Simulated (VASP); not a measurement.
Y:

```xyz
2
Lattice="0.0000 3.5000 3.5000 3.5000 0.0000 3.5000 3.5000 3.5000 0.0000" Properties=species:S:1:pos:R:3 pbc="T T T"
Y     7.0000    7.0000    7.0000
Y     1.7500    1.7500    1.7500
```

This isn't the form of Y at room conditions, which is hcp.

- Program: VASP 6.6.1
- Task: relaxation of cell and atoms
- Functional: PBEsol
- Potentials or basis: VASP PAW PBE potentials, release 64 (Y_sv)
- Cutoff: 500 eV
- k mesh: 6 × 6 × 6
- Occupations: fermi-dirac, width 0.1 eV
- Spin: no spin polarisation

At the start: pressure -0.7 GPa; volume 42.88 Å³/atom.

Q: Where does the relaxation end?

A: Over 4 steps the energy falls by 9.2 meV/atom and the volume is 39.24 Å³/atom (-8.5 %); space group Fd-3m (No. 227, to 0.1 Å) before and after.

The path:
```
step  energy change (eV)  largest force (eV/Å)  pressure (GPa)  volume (Å³)
   1              0.0000                0.0000           -0.74        85.75
   2             -0.0095                0.0000           -0.51        83.31
   3             -0.0181                0.0000            0.12        77.49
   4             -0.0183                0.0000           -0.04        78.48
```

Final structure:
```
CELL_PARAMETERS angstrom
0.00000 3.39821 3.39821
3.39821 0.00000 3.39821
3.39821 3.39821 0.00000
ATOMIC_POSITIONS crystal
Y 0.00000 0.00000 0.00000
Y 0.25000 0.25000 0.25000
```

Caveat: the PAW data sets were made with another functional, which shifts forces and pressure a little.
